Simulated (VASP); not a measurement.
A run of VASP 6.6.1 is set up as follows.

INCAR

```
ALGO = Fast
EDIFF = 1E-6
ENCUT = 520
GGA = PS
ISIF = 2
ISMEAR = 0
LASPH = T
LCHARG = F
LREAL = F
LWAVE = F
NBANDS = 30
NELM = 100
PREC = Accurate
SIGMA = 0.1
```

Contents of KPOINTS:

```
k-points
0
Gamma
  14 14 14
```

POSCAR

```
Ga3Sb
1.0
   -2.1587990000      2.1587990000      4.7604840000
    2.1587990000     -2.1587990000      4.7604840000
    2.1587990000      2.1587990000     -4.7604840000
Ga Sb
3 1
Direct
    0.7500000000      0.2500000000      0.5000000000
    0.2500000000      0.7500000000      0.5000000000
    0.5000000000      0.5000000000      0.0000000000
    0.0000000000      0.0000000000      0.0000000000
```

Potentials or basis: VASP PAW PBE potentials, release 64 (Ga_d, Sb).

Run with:

```bash
$ cat potpaw_PBE.64/Ga_d/POTCAR potpaw_PBE.64/Sb/POTCAR > POTCAR
$ mpirun -np 1 vasp_std > vasp.out
```

(1) Predict the band gap on the k mesh.

(2) Estimate the pressure.

Answers

(1) zero (bands 22 and 23 overlap by 4.28 eV).

(2) -3.4 GPa.

Caveat: the cell stands under tension; the PAW data sets were made with another functional, which shifts forces and pressure a little; spin-orbit coupling is left out, which moves the levels of the heavy elements.
